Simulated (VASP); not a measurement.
Crystal: SrTiO3.

```xyz
10
Lattice="-2.7000 2.7000 3.8500 2.7000 -2.7000 3.8500 2.7000 2.7000 -3.8500" Properties=species:S:1:pos:R:3 pbc="T T T"
Sr    0.0000    2.7000    1.9250
Sr    2.7000    0.0000    1.9250
Ti    0.0000    0.0000    0.0000
Ti    0.0000    0.0000    3.8500
O     0.0000    0.0000    1.9250
O     0.0000    0.0000    5.7750
O    -1.2420    1.4580    3.8500
O     3.9420    1.2420    0.0000
O     1.2420    1.4580    0.0000
O     1.4580    1.2420    3.8500
```

```yaml
Program: VASP 6.6.1
Task: relaxation of cell and atoms
Functional: PBE
Potentials_or_basis: VASP PAW PBE potentials, release 64 (Sr_sv, Ti_sv, O)
Cutoff: 600 eV
k_mesh: 6 × 6 × 6
Occupations: gaussian, width 0.01 eV
Spin: no spin polarisation
```

At the start: pressure 17.2 GPa; volume 11.23 Å³/atom.

Q: How do energy, volume and symmetry change on relaxing?

A: Over 9 steps the energy falls by 49.7 meV/atom and the volume is 12.22 Å³/atom (+8.9 %); space group I4/mcm (No. 140, to 0.1 Å) before and after.

The path:
```csv
step,energy change (eV),largest force (eV/Å),pressure (GPa),volume (Å³)
1,0.0000,0.0636,17.22,112.27
2,-0.0629,0.0381,-11.89,133.04
3,-0.4963,0.0042,-0.19,122.35
4,-0.4964,0.0052,0.09,122.14
5,-0.4967,0.0028,0.09,122.14
6,-0.4967,0.0012,0.10,122.13
7,-0.4967,0.0016,0.10,122.13
8,-0.4967,0.0009,-0.08,122.27
9,-0.4967,0.0012,0.00,122.21
```

Final structure:
```
Sr Ti O
1.0
    -2.78142    2.78142    3.94922
     2.78142   -2.78142    3.94922
     2.78142    2.78142   -3.94922
Sr Ti O
2 2 6
Direct
  0.75000 0.25000 0.50000
  0.25000 0.75000 0.50000
  0.00000 0.00000 0.00000
  0.50000 0.50000 0.00000
  0.25000 0.25000 0.00000
  0.75000 0.75000 0.00000
  0.77025 0.27025 0.04050
  0.22975 0.72975 0.95950
  0.27025 0.22975 0.50000
  0.72975 0.77025 0.50000
```
